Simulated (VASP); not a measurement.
Here is a VASP 6.6.1 calculation.

Contents of POSCAR:

```
YbB2
1.0
    3.2294254605      0.0000000000      0.0000000000
   -1.6147127302      2.7967644884      0.0000000000
    0.0000000000      0.0000000000      3.8463098280
Yb B
1 2
Direct
    0.0000000000      0.0000000000      0.0000000000
    0.3333333333      0.6666666667      0.5000000000
    0.6666666667      0.3333333333      0.5000000000
```

File INCAR.step1:

```
SYSTEM = YbB2
PREC = Accurate
ENCUT = 520
ISMEAR = 0
SIGMA = 0.05
LREAL = .False.
LASPH = .True.
NELM = 60
NBANDS = 22
GGA = PE
ALGO = Normal
EDIFF = 1E-4
LWAVE = .True.
LCHARG = .False.
```

Contents of INCAR.step2:

```
SYSTEM = YbB2
PREC = Accurate
ENCUT = 520
EDIFF = 1E-6
ISMEAR = 0
SIGMA = 0.05
LREAL = .False.
LASPH = .True.
NELM = 60
ALGO = Normal
ISIF = 2
LWAVE = .False.
LCHARG = .False.
METAGGA = R2SCAN
LMIXTAU = .True.
NBANDS = 22
ISTART = 1
```

KPOINTS

```
regular mesh
0
Gamma
  12 12 10
  0 0 0
```

Potentials or basis: VASP PAW PBE potentials, release 64 (Yb, B).

The run is started by

```sh
$ cat potpaw_PBE.64/Yb/POTCAR potpaw_PBE.64/B/POTCAR > POTCAR
$ cp INCAR.step1 INCAR
$ mpirun -np 1 vasp_std > vasp.out
$ cp INCAR.step2 INCAR
$ mpirun -np 1 vasp_std > vasp.out
```

**Question.** What does it give for the band gap on the k mesh?

**Answer.** Zero (bands 15 and 16 overlap by 1.31 eV).

**Question.** Predict the pressure.

**Answer.** -1.0 GPa.

Stress tensor (GPa, compression positive):
```
-0.87  0.00  0.00
 0.00 -0.87  0.00
 0.00  0.00 -1.40
```

Caveat: the PAW data sets were made with another functional, which shifts forces and pressure a little; spin-orbit coupling is left out, which moves the levels of the heavy elements. Spin polarisation is off, so any magnetic state and its effect on volume and gap are missing.
